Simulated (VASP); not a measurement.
# Sr (I4_1/amd) in VASP: a series of runs

Runs on Sr. Level: PBE. Tasks: single point.

Program: VASP 6.6.1. These are calculated values, not measurements. Logs are shortened: lines on timing, memory, paths and dates and some standing lists are left out, and cuts for length are marked.

### Step 1. The cell of the first run

It takes space group I4_1/amd (No. 141, tetragonal). The conventional cell has a = 5.725 Å, b = 5.725 Å, c = 3.077 Å, α = 90.00°, β = 90.00°, γ = 90.00°. Within 3.9 Å of Sr (site symmetry -4m2) lie 10 Sr at 2.96 to 3.68 Å.

### Step 2. Single point, PBE (25.21 Å³/atom)

INCAR

```
PREC = Accurate ; ENCUT = 520
EDIFF = 1E-6 ; ISMEAR = -1
SIGMA = 0.1 ; LREAL = False
LASPH = True ; NELM = 60
ALGO = Normal ; ISIF = 2
LWAVE = False ; LCHARG = False
GGA = PE ; NBANDS = 17
```

KPOINTS

```
Automatic mesh
0
Gamma
  12 12 12
```

POSCAR

```
Sr
1.0
   -2.8624255350      2.8624255350      1.5383971729
    2.8624255350     -2.8624255350      1.5383971729
    2.8624255350      2.8624255350     -1.5383971729
Sr
2
Direct
   -0.3750000000     -0.1250000000     -0.2500000000
    0.3750000000      0.1250000000      0.2500000000
```

Potentials or basis: VASP PAW PBE potentials, release 64 (Sr_sv).

On the command line:

```console
> cat potpaw_PBE.64/Sr_sv/POTCAR > POTCAR
> mpirun -np 1 vasp_std > vasp.out
```

OUTCAR:

```text
PREC = Accurate
   ENCUT = 520
   EDIFF = 1E-6
   ISMEAR = -1
   LREAL = False
   LASPH = True
   NELM = 60
   ISIF = 2
   GGA = PE

 ion  position               nearest neighbor table
   1  0.625  0.875  0.750-   2 2.96   2 2.96   2 2.96   2 2.96   2 3.68   2 3.68   2 3.68   2 3.68
                             2 4.79   2 4.79
   2  0.375  0.125  0.250-   1 2.96   1 2.96   1 2.96   1 2.96   1 3.68   1 3.68   1 3.68   1 3.68
                             1 4.79   1 4.79

  LATTYP: Found a body centered tetragonal cell.
 ALAT       =     5.7248510700
 C/A-ratio  =     0.5374453079

  Lattice vectors:

 A1 = (  -2.8624255350,   2.8624255350,   1.5383971729)
 A2 = (   2.8624255350,  -2.8624255350,   1.5383971729)
 A3 = (   2.8624255350,   2.8624255350,  -1.5383971729)

Analysis of symmetry for initial positions (statically):
=====================================================================
 Subroutine PRICEL returns:
 Original cell was already a primitive cell.

 Routine SETGRP: Setting up the symmetry group for a
 body centered tetragonal supercell.

 Subroutine GETGRP returns: Found 16 space group operations
 (whereof  4 operations were pure point group operations)
 out of a pool of 16 trial point group operations.

The static configuration has the point symmetry C_2h.
 The point group associated with its full space group is D_4h.

Analysis of symmetry for dynamics (positions and initial velocities):
=====================================================================
 Subroutine PRICEL returns:
 Original cell was already a primitive cell.

 Routine SETGRP: Setting up the symmetry group for a
 body centered tetragonal supercell.

 Subroutine GETGRP returns: Found 16 space group operations
 (whereof  4 operations were pure point group operations)
 out of a pool of 16 trial point group operations.

The dynamic configuration has the point symmetry C_2h.
 The point group associated with its full space group is D_4h.

 Subroutine INISYM returns: Found 16 space group operations
 (whereof  4 operations are pure point group operations),
 and found     1 'primitive' translations

----------------------------------------------------------------------------------------

                                     Primitive cell

  volume of cell :      50.4193

  direct lattice vectors                    reciprocal lattice vectors
    -2.862425535  2.862425535  1.538397173     0.000000000  0.174677033  0.325013598
     2.862425535 -2.862425535  1.538397173     0.174677033  0.000000000  0.325013598
     2.862425535  2.862425535 -1.538397173     0.174677033  0.174677033  0.000000000

  length of vectors
     4.330545664  4.330545664  4.330545664     0.368979545  0.368979545  0.247030629

  position of ions in fractional coordinates (direct lattice)
     0.625000000  0.875000000  0.750000000
     0.375000000  0.125000000  0.250000000

  ion indices of the primitive-cell ions
   primitive index   ion index
                 1           1
                 2           2

----------------------------------------------------------------------------------------

 KPOINTS: Automatic mesh

Automatic generation of k-mesh.
 Grid dimensions read from file:
 generate k-points for:   12   12   12

 Generating k-lattice:

  Cartesian coordinates                     Fractional coordinates (reciprocal lattice)
     0.000000000  0.014556419  0.027084466     0.083333333 -0.000000000  0.000000000
     0.014556419  0.000000000  0.027084466    -0.000000000  0.083333333  0.000000000
     0.014556419  0.014556419  0.000000000     0.000000000  0.000000000  0.083333333

  Length of vectors
     0.030748295  0.030748295  0.020585886

  Shift w.r.t. Gamma in fractional coordinates (k-lattice)
     0.000000000  0.000000000  0.000000000

 Subroutine IBZKPT returns following result:
 ===========================================

 Found    163 irreducible k-points:

 Following reciprocal coordinates:
            Coordinates               Weight
  0.000000  0.000000  0.000000      1.000000
  0.083333 -0.000000  0.000000      8.000000
  0.166667  0.000000  0.000000      8.000000
  0.250000  0.000000  0.000000      8.000000
  0.333333  0.000000  0.000000      8.000000
  0.416667  0.000000 -0.000000      8.000000
[... 16 lines left out ...]
  0.500000  0.166667  0.000000     16.000000
 -0.416667  0.166667  0.000000     16.000000
 [... further k-points ...]
   k-points           NKPTS =    163   k-points in BZ     NKDIM =    163   number of bands    NBANDS=     17
   number of dos      NEDOS =    301   number of ions     NIONS =      2
   total plane-waves  NPLWV =  32768
   dimension x,y,z NGX =    32 NGY =   32 NGZ =   32
   dimension x,y,z NGXF=    64 NGYF=   64 NGZF=   64
   ions per type =               2
   NGX,Y,Z   is equivalent  to a cutoff of  12.28, 12.28, 12.28 a.u.
   NGXF,Y,Z  is equivalent  to a cutoff of  24.57, 24.57, 24.57 a.u.
 SYSTEM =  unknown system
   PREC   = accura    normal or accurate (medium, high low for compatibility)
   ISTART =      0    job   : 0-new  1-cont  2-samecut
   ICHARG =      2    charge: 1-file 2-atom 10-const
   ISPIN  =      1    spin polarized calculation?
   LNONCOLLINEAR =      F non collinear calculations
   LSORBIT =      F    spin-orbit coupling
   LASPH  =      T    aspherical Exc in radial PAW
   ENCUT  =  520.0 eV  38.22 Ry    6.18 a.u.   8.05  8.05  8.05*2*pi/ulx,y,z
   NELM   =     60;   NELMIN=  2; NELMDL= -5     # of ELM steps
   EDIFF  = 0.1E-05   stopping-criterion for ELM
   LREAL  =      F    real-space projection
   EDIFFG = 0.1E-04   stopping-criterion for IOM
   NSW    =      0    number of steps for IOM
   IBRION =     -1    ionic relax: 0-MD 1-quasi-New 2-CG
   NFREE  =      0    steps in history (QN), initial steepest desc. (CG)
   ISIF   =      2    stress and relaxation
   ISYM   =      2    0-nonsym 1-usesym 2-fastsym
   POTIM  = 0.5000    time-step for ionic-motion
   TEBEG  =    0.0;   TEEND  =   0.0 temperature during run
   PSTRESS=    0.0 pullay stress
   NELECT =      20.0000    total number of electrons
   NUPDOWN=      -1.0000    fix difference up-down
   EMIN   =  10.00;   EMAX   =-10.00  energy-range for DOS
   EFERMI =   0.00;   METHOD = LEGACY
   ISMEAR =    -1;   SIGMA  =   0.10  broadening in eV -4-tet -1-fermi 0-gaus
   EFERMI_NEDOS =   21; number of points for ismear=-14 and -15
   IALGO  =     38    algorithm
   IMIX   =      4    mixing-type and parameters
     AMIX     =   0.40;   BMIX     =  1.00
     AMIX_MAG =   1.60;   BMIX_MAG =  1.00
  volume/ion in A,a.u.               =      25.21       170.12
  Fermi-wavevector in a.u.,A,eV,Ry     =   1.202871  2.273097 19.686265  1.446900
  Thomas-Fermi vector in A             =   2.338641
   LORBIT       =      0    0 simple, 1 ext, 2 COOP (PROOUT), +10 PAW based schemes
   GGA     = PE    functional components
   LHFCALC =     F    Hartree Fock is set to
   AEXX    =    0.0000 exact exchange contribution
   IVDW    =     0    specifies the selected vdW correction
   LEPSILON=     F    determine dielectric tensor
   LRPA    =     F    only Hartree local field effects (RPA)
 non-spin polarized calculation
  energy-cutoff  :      520.00
  volume of cell :       50.42
 maximum number of plane-waves:      1386
   NGX = 17   NGY = 17   NGZ = 17

 number of electron      20.0000000 magnetization

 Free energy of the ion-electron system (eV)
  ---------------------------------------------------
  ext. energy  EPLUGINS =         0.00000000
  ---------------------------------------------------
  free energy    TOTEN  =        -0.11408909 eV

  energy without entropy =       -0.07898060  energy(sigma->0) =       -0.09653484

 E-fermi :   4.9701     XC(G=0): -10.1943

 val. band max:        4.9428350755   @ k =  -0.1667  -0.1667   0.0833
 cond. band min:       5.0077049612   @ k =  -0.4167  -0.4167   0.2500
 fundamental gap:      0.0648698857
 Fermi energy:         4.9701432583

 k-point     1 :       0.0000    0.0000    0.0000
  band No.  band energies     occupation
      1     -31.1024      2.00000
      2     -30.3936      2.00000
      3     -13.8134      2.00000
      4     -13.8134      2.00000
      5     -11.9754      2.00000
      6     -11.9567      2.00000
[... 9 lines left out ...]
     16      10.6200      0.00000
     17      10.6200      0.00000

 k-point     2 :       0.0833   -0.0000    0.0000
  band No.  band energies     occupation
      1     -31.0768      2.00000
      2     -30.3894      2.00000
      3     -13.8003      2.00000
      4     -13.7608      2.00000
      5     -12.1266      2.00000
      6     -12.1032      2.00000
[... 9 lines left out ...]
     16      11.8025      0.00000
     17      11.8152      0.00000

 k-point     3 :       0.1667    0.0000    0.0000
  band No.  band energies     occupation
      1     -31.0050      2.00000
      2     -30.3789      2.00000
      3     -13.7635      2.00000
      4     -13.6211      2.00000
      5     -12.5314      2.00000
      6     -12.4352      2.00000
[... 9 lines left out ...]
     16      10.9706      0.00000
     17      11.4334      0.00000

 k-point     4 :       0.2500    0.0000    0.0000
  band No.  band energies     occupation
      1     -30.9018      2.00000
      2     -30.3678      2.00000
      3     -13.7106      2.00000
      4     -13.4805      2.00000
      5     -13.0226      2.00000
      6     -12.8077      2.00000
[... 9 lines left out ...]
     16      10.0913      0.00000
     17      10.5323      0.00000

 k-point     5 :       0.3333    0.0000    0.0000
  band No.  band energies     occupation
      1     -30.7896      2.00000
      2     -30.3630      2.00000
      3     -13.6542      2.00000
      4     -13.6509      2.00000
      5     -13.3782      2.00000
      6     -12.9157      2.00000
[... 9 lines left out ...]
     16      10.4780      0.00000
     17      11.2259      0.00000

 k-point     6 :       0.4167    0.0000   -0.0000
  band No.  band energies     occupation
      1     -30.6977      2.00000
      2     -30.3675      2.00000
      3     -13.9475      2.00000
      4     -13.6231      2.00000
      5     -13.6105      2.00000
      6     -12.7720      2.00000
[... 9 lines left out ...]
     16      10.9032      0.00000
     17      11.3857      0.00000

 k-point     7 :       0.5000    0.0000    0.0000
  band No.  band energies     occupation
      1     -30.6604      2.00000
      2     -30.3724      2.00000
      3     -14.0609      2.00000
      4     -13.7153      2.00000
      5     -13.5940      2.00000
      6     -12.6804      2.00000
[... 9 lines left out ...]
     16      10.1565      0.00000
     17      12.1262      0.00000

 k-point     8 :       0.0833    0.0833    0.0000
  band No.  band energies     occupation
      1     -31.0159      2.00000
      2     -30.3678      2.00000
      3     -13.7133      2.00000
      4     -13.7111      2.00000
      5     -12.5046      2.00000
      6     -12.4384      2.00000
[... 9 lines left out ...]
     16      11.3057      0.00000
     17      11.3728      0.00000
[... 203 lines left out ...]
      1     -30.8198      2.00000
      2     -30.3325      2.00000
      3     -13.7062      2.00000
      4     -13.5347      2.00000
      5     -13.2558      2.00000
      6     -13.2268      2.00000
[... 9 lines left out ...]
     16      10.5340      0.00000
     17      11.1018      0.00000

 k-point    20 :       0.2500    0.1667   -0.0000
  band No.  band energies     occupation
      1     -30.7251      2.00000
      2     -30.3400      2.00000
      3     -13.9657      2.00000
      4     -13.6198      2.00000
      5     -13.3913      2.00000
      6     -13.1708      2.00000
[... 9 lines left out ...]
     16      11.2470      0.00000
     17      12.1071      0.00000

 k-point    21 :       0.3333    0.1667    0.0000
  band No.  band energies     occupation
      1     -30.6604      2.00000
      2     -30.3724      2.00000
      3     -14.0976      2.00000
      4     -13.7126      2.00000
      5     -13.4297      2.00000
      6     -13.0156      2.00000
[... 9 lines left out ...]
     16      10.8709      0.00000
     17      11.5029      0.00000

 k-point    22 :       0.4167    0.1667    0.0000
  band No.  band energies     occupation
      1     -30.6503      2.00000
      2     -30.4149      2.00000
      3     -14.0271      2.00000
      4     -13.6387      2.00000
      5     -13.4737      2.00000
      6     -12.8588      2.00000
[... 9 lines left out ...]
     16      10.4721      0.00000
     17      11.4105      0.00000

 k-point    23 :       0.5000    0.1667    0.0000
  band No.  band energies     occupation
      1     -30.7096      2.00000
      2     -30.4434      2.00000
      3     -13.8084      2.00000
      4     -13.4844      2.00000
      5     -13.4122      2.00000
      6     -12.6925      2.00000
[... 9 lines left out ...]
     16      10.6277      0.00000
     17      10.9343      0.00000

 k-point    24 :      -0.4167    0.1667    0.0000
  band No.  band energies     occupation
      1     -30.8132      2.00000
      2     -30.4576      2.00000
      3     -13.7135      2.00000
      4     -13.2946      2.00000
      5     -13.1305      2.00000
      6     -12.6336      2.00000
[... 9 lines left out ...]
     16       9.9767      0.00000
     17      10.8830      0.00000

 [... further k-points ...]

------------------------ aborting loop because EDIFF is reached ----------------------------------------

  FORCE on cell =-STRESS in cart. coord.  units (eV):
  Direction    XX          YY          ZZ          XY          YZ          ZX
  --------------------------------------------------------------------------------------
  -------------------------------------------------------------------------------------
  Total        8.1871949      8.1871949      8.4288368      0.0000000      0.0000000     -0.0000000
  in kB      260.1649904    260.1649904    267.8436584      0.0000000      0.0000000     -0.0000000
  external PRESSURE =     262.7245464 kB  Pullay stress =       0.0000000 kB

 VOLUME and BASIS-vectors are now :
 -----------------------------------------------------------------------------
  energy-cutoff  :      520.00
  volume of cell :       50.42
      direct lattice vectors                 reciprocal lattice vectors
    -2.862425535  2.862425535  1.538397173     0.000000000  0.174677033  0.325013598
     2.862425535 -2.862425535  1.538397173     0.174677033  0.000000000  0.325013598
     2.862425535  2.862425535 -1.538397173     0.174677033  0.174677033  0.000000000

 POSITION                                       TOTAL-FORCE (eV/Angst)
 -----------------------------------------------------------------------------------
      2.86243      1.43121      1.15380        -0.000000      0.000000      0.000000
      0.00000      1.43121      0.38460         0.000000     -0.000000     -0.000000
 -----------------------------------------------------------------------------------
    total drift:                                0.000000     -0.000000      0.000000

  FREE ENERGIE OF THE ION-ELECTRON SYSTEM (eV)
  ---------------------------------------------------
  free  energy   TOTEN  =        -0.1140890908 eV

  energy  without entropy=       -0.0789805981  energy(sigma->0) =       -0.09653484
```

It took 2 min on 1 thread of Intel Xeon Platinum 8375C at 2.90GHz (Ice Lake), shared host; peak memory 0.26 GiB.

What came out:

- Free energy: -0.1141 eV
- Pressure: 26.3 GPa
- Band gap on the k mesh: zero (bands 10 and 11 overlap by 0.82 eV)

Caveat: the cell stands under pressure.

### Step 3. Single point, PBE (25.21 Å³/atom)

INCAR

```
SYSTEM = Sr
PREC = Accurate
ENCUT = 520
EDIFF = 1E-7
ISMEAR = -1
SIGMA = 0.1
LREAL = .False.
LASPH = .True.
NELM = 80
ALGO = Normal
ISIF = 2
LWAVE = .False.
LCHARG = .False.
GGA = PE
NBANDS = 17
```

KPOINTS

```
regular mesh
0
Gamma
  12 12 12
  0 0 0
```

POSCAR is that of step 2.

Potentials or basis: VASP PAW PBE potentials, release 64 (Sr_sv).

On the command line:

```console
> cat potpaw_PBE.64/Sr_sv/POTCAR > POTCAR
> mpirun -np 1 vasp_std > vasp.out
```

Wall time 2.1 min (1 thread of Intel Xeon Platinum 8375C at 2.90GHz (Ice Lake), shared host); peak memory 0.26 GiB.

Results (log left out):

```
Free energy            : -0.1141 eV
Pressure               : 26.3 GPa
Band gap on the k mesh : zero (bands 10 and 11 overlap by 0.82 eV)
```

Stress tensor (GPa, compression positive):
```
26.01  0.00  0.00
 0.00 26.01  0.00
 0.00  0.00 26.78
```

Levels at points of the mesh, in eV from the Fermi level:
| k point | band 7 | band 8 | band 9 | band 10 | band 11 | band 12 | band 13 | band 14 |
| --- | --- | --- | --- | --- | --- | --- | --- | --- |
| (0.00, 0.00, 0.00) | -16.85 | -16.85 | -3.76 | -2.31 | 0.75 | 0.80 | 1.81 | 5.12 |
| (0.50, 0.00, 0.00) | -17.42 | -16.76 | -1.41 | -1.22 | 0.35 | 2.15 | 3.31 | 3.39 |
| (0.50, 0.50, 0.00) | -16.85 | -16.85 | -1.14 | -1.14 | 0.97 | 0.97 | 3.21 | 3.21 |
| (0.50, 0.50, 0.50) | -16.59 | -16.59 | -0.74 | -0.74 | 2.11 | 2.11 | 2.14 | 2.14 |

Caveat: the cell stands under pressure.
